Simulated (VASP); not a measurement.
## NiMoIrPdW: single point with PBE

Crystal: NiMoIrPdW.

```xyz
5
Lattice="4.2042 0.0000 0.0000 -2.1021 3.6410 0.0000 0.0000 0.0000 5.2015" Properties=species:S:1:pos:R:3 pbc="T T T"
Ni    0.0000    2.4273    1.9801
Mo    2.1021    1.2137    2.0104
Pd    0.0000    2.4273    4.6255
Ir    0.0000    0.0000    3.1456
W     0.0000    0.0000    0.5193
```

The cell was built from a structure type or drawn by symmetry, and may not be a known phase.

```json
{"Program": "VASP 6.6.1", "Task": "single point", "Functional": "PBE", "Potentials or basis": "VASP PAW PBE potentials, release 64 (Ni, Mo_sv, Pd, Ir, W_sv)", "Cutoff": "520 eV", "k mesh": "5 × 5 × 3", "Occupations": "gaussian, width 0.2 eV", "Spin": "collinear spin, ferromagnetic start", "Starting moments": "[2.0, 0.0, 0.0, 0.0, 0.0] μB", "Dipole correction": "no", "Further INCAR settings": "ALGO = Normal; EDIFF = 1e-07; NBANDS = 40"}
```

```
Pressure                                              : -0.4 GPa
Largest force                                         : 0.053 eV/Å
Net moment                                            : 0.00 μB per cell
Valence electrons inside the program's atomic spheres : Ni 9.48; Mo 12.42; Pd 9.50; Ir 8.42; W 11.90
```

Forces on the atoms (eV/Å):
```
Ni   0.000  0.000 -0.027
Mo   0.000  0.000  0.038
Pd   0.000  0.000 -0.052
Ir   0.000  0.000 -0.012
W    0.000  0.000  0.053
```

Levels at points of the mesh, in eV from the Fermi level:
Spin up:
```
           k point  band 25  band 26  band 27  band 28  band 29  band 30  band 31  band 32
(0.00, 0.00, 0.00)    -1.73    -0.93    -0.93     0.31     0.31     0.31     1.85     1.85
```
Spin down:
| k point | band 26 | band 27 | band 28 | band 29 | band 30 | band 31 |
| --- | --- | --- | --- | --- | --- | --- |
| (0.00, 0.00, 0.00) | -0.93 | -0.93 | 0.31 | 0.31 | 0.31 | 1.85 |

Wall time 3.5 min on 1 thread of Intel Xeon 8259CL, on a shared host, peak memory 0.27 GiB.

Caveat: the k points lie up to 0.40 Å⁻¹ apart; spin-orbit coupling is left out, which moves the levels of the heavy elements.
